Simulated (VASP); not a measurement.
A run of VASP 6.6.1 is set up as follows.

INCAR

```
ALGO     = Normal         # electronic algorithm
EDIFF    = 1E-6           # SCF threshold, eV
ENCUT    = 520            # plane-wave cutoff, eV
GGA      = PS             # functional
ISIF     = 2              # what is computed and relaxed
ISMEAR   = 0              # smearing method
LASPH    = T              # aspherical terms in the spheres
LCHARG   = T              # write CHGCAR
LELF     = T              # ELF
LREAL    = Auto         
LVHAR    = T            
LWAVE    = F              # write WAVECAR
NBANDS   = 32             # bands
NELM     = 100            # most SCF steps
PREC     = Accurate       # precision mode
SIGMA    = 0.05           # smearing width, eV
```

The input KPOINTS:

```
k-points
0
Gamma
  5 5 3
```

Contents of POSCAR:

```
Be16C
1.0
   -2.2900000000     -3.9663960000      0.0000000000
    3.4350000000     -1.9831980000      0.0000000000
    0.0000000000      0.0000000000      7.1768600000
Be C
16 1
Direct
    0.7691973448      0.5109871673     -0.0077914297
    0.4996544830      0.3375903249      0.2667139947
    0.7551241192      0.4935531974      0.5062634634
    0.4999478392      0.3340639161      0.7430310749
    0.4991509704     -0.0016137635     -0.0183998295
    0.2295113904      0.8233761526      0.2568609392
    0.4999390595      0.0001279319      0.5058847463
    0.2442527026      0.8399958337      0.7426547264
    0.2301233712      0.5110965124     -0.0077089424
   -0.0003727790      0.3012289188      0.2577441945
    0.2446386150      0.4934819297      0.5062906341
   -0.0000337058      0.3363152296      0.7436529346
   -0.0004438585      0.0331870638     -0.0080402850
    0.7699460748      0.8231759858      0.2570696656
   -0.0001046227     -0.0031943482      0.5053611189
    0.7553676634      0.8399790245      0.7427968499
    0.4998345023      0.6686328997      0.1244956708
```

Potentials or basis: VASP PAW PBE potentials, release 64 (Be, C).

Run with:

```console
$ cat potpaw_PBE.64/Be/POTCAR potpaw_PBE.64/C/POTCAR > POTCAR
$ mpirun -np 1 vasp_std > vasp.out
```

(1) Estimate the pressure.

(2) Estimate the largest force.

(3) Predict the band gap on the k mesh.

Results:

(1) 8.2 GPa.

(2) 0.050 eV/Å.

(3) zero (bands 18 and 19 overlap by 1.03 eV).

Caveat: the PAW data sets were made with another functional, which shifts forces and pressure a little.
